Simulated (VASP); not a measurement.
Wanted: the native input for a VASP 6.6.1 run.

```yaml
Task: single point
Functional: PBE
Potentials_or_basis: VASP PAW PBE potentials, release 64 (Si, C)
Cutoff: 600 eV
k_mesh: 10 × 10 × 10
Occupations: gaussian, width 0.02 eV
Spin: no spin polarisation
Dipole_correction: no
Further_INCAR_settings: ALGO = Normal; EDIFF = 1e-06; NBANDS = 11
```

The structure of SiC (m.b) lies in POSCAR:

```
SiC
1.0
    0.0000000000      2.1898586773      2.1898586773
    2.1898586773      0.0000000000      2.1898586773
    2.1898586773      2.1898586773      0.0000000000
Si C
1 1
Direct
    0.0000000000      0.0000000000      0.0000000000
    0.2500000000      0.2500000000      0.2500000000
```

These files were run (other wordings do the same):

INCAR

```
SYSTEM = SiC
PREC = Accurate
ENCUT = 600
EDIFF = 1E-6
ISMEAR = 0
SIGMA = 0.02
LREAL = .FALSE.
LASPH = .TRUE.
NELM = 120
ALGO = Normal
ISIF = 2
LWAVE = .FALSE.
LCHARG = .TRUE.
GGA = PE
LELF = .TRUE.
LVHAR = .TRUE.
NBANDS = 11
GGA_COMPAT = .FALSE.
```

KPOINTS

```
regular mesh
0
G
  10 10 10
  0 0 0
```

Potentials or basis: VASP PAW PBE potentials, release 64 (Si, C).

Command:

```sh
$ cat potpaw_PBE.64/Si/POTCAR potpaw_PBE.64/C/POTCAR > POTCAR
$ mpirun -np 1 vasp_std > vasp.out
```

Results of the run:

```json
{
  "Pressure": "-0.2 GPa",
  "Band gap on the k mesh": "1.37 eV, indirect (least direct gap 4.53 eV)"
}
```

It took 14 s on 1 thread of AMD EPYC 9R14, with other jobs on the host, peak memory 0.12 GiB.
